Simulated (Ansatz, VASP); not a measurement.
## Hf in VASP and in Ansatz

```xyz
2
Lattice="3.1987 0.0000 0.0000 -1.5994 2.7702 0.0000 0.0000 0.0000 5.0505" Properties=species:S:1:pos:R:3 pbc="T T T"
Hf    0.0000    1.8468    1.2626
Hf    1.5994    0.9234    3.7879
```

Alike in both runs: task single point; functional r2SCAN; k mesh 11 × 11 × 6; occupations methfessel-paxton of order 1, width 0.6 eV; no spin polarisation.

|  | VASP | Ansatz |
| --- | --- | --- |
| version | VASP 6.6.1 | Ansatz 0.2.0 |
| potentials or method | VASP PAW PBE potentials, release 64 (Hf_pv), cutoff 520 eV | plane waves (500 eV) with PAW, scalar-relativistic |
| valence electrons in the cell | 20 | 52 |

Ansatz gave:

```
pressure (GPa)                                                : -0.3
traceless stress, the component that is largest in VASP (GPa) : -0.23
```

Question: Which values does VASP return?

Answer: Pressure (GPa): -0.9; traceless stress, the component that is largest in VASP (GPa): -0.33.

VASP's potentials were made for PBE, not for r2SCAN. With one functional, cell and mesh, what is left measures potentials, basis and numerics. VASP's potentials hold 20 valence electrons a cell and Ansatz's 52, so a difference there can come from the potentials and not from the codes.

Spin-orbit coupling is off throughout.
